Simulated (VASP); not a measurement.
Ti: electric field gradients with PBEsol

Crystal: Ti.

```xyz
2
Lattice="2.9500 0.0000 0.0000 -1.4750 2.5548 0.0000 0.0000 0.0000 4.6391" Properties=species:S:1:pos:R:3 pbc="T T T"
Ti    0.0000    1.7032    1.1598
Ti    1.4750    0.8516    3.4794
```

This cell differs from its parent crystal: zz strain of -1 %.

```yaml
Program: VASP 6.6.1
Task: electric field gradients
Functional: PBEsol
Potentials_or_basis: VASP PAW PBE potentials, release 64 (Ti_sv)
Cutoff: 520 eV
k_mesh: 13 × 13 × 7
Occupations: fermi-dirac, width 0.08 eV
Spin: no spin polarisation
Dipole_correction: no
Further_INCAR_settings: ALGO = Normal; EDIFF = 1e-08; NBANDS = 19
```

```yaml
Pressure: -5.0 GPa
Band_gap_on_the_k_mesh: zero (band 12 reaches 8.90 eV, above the bottom of band 13 at 7.80 eV)
```

Stress tensor (GPa, compression positive):
```
-5.20  0.00  0.00
 0.00 -5.20  0.00
 0.00  0.00 -4.61
```

Levels at points of the mesh, in eV from the Fermi level:
| k point | band 9 | band 10 | band 11 | band 12 | band 13 | band 14 | band 15 | band 16 |
| --- | --- | --- | --- | --- | --- | --- | --- | --- |
| (0.00, 0.00, 0.00) | -6.19 | -2.66 | 0.77 | 0.77 | 0.84 | 0.94 | 1.28 | 1.28 |

Electric field gradients, principal values (V/Å²):
```
atom   least  middle  greatest (by size)
1 Ti  -9.426  -9.426              18.852
2 Ti  -9.426  -9.426              18.852
```

Wall time 26 s on 1 thread of Intel(R) Xeon(R) 6975P-C (Granite Rapids), on a shared host, peak memory 0.18 GiB.

Caveat: the cell differs from its parent crystal (zz strain of -1 %); without QUAD_EFG the Cq values of the log hold for a quadrupole moment of 1 mb, not for the nuclei; the PAW data sets were made with another functional, which shifts forces and pressure a little.
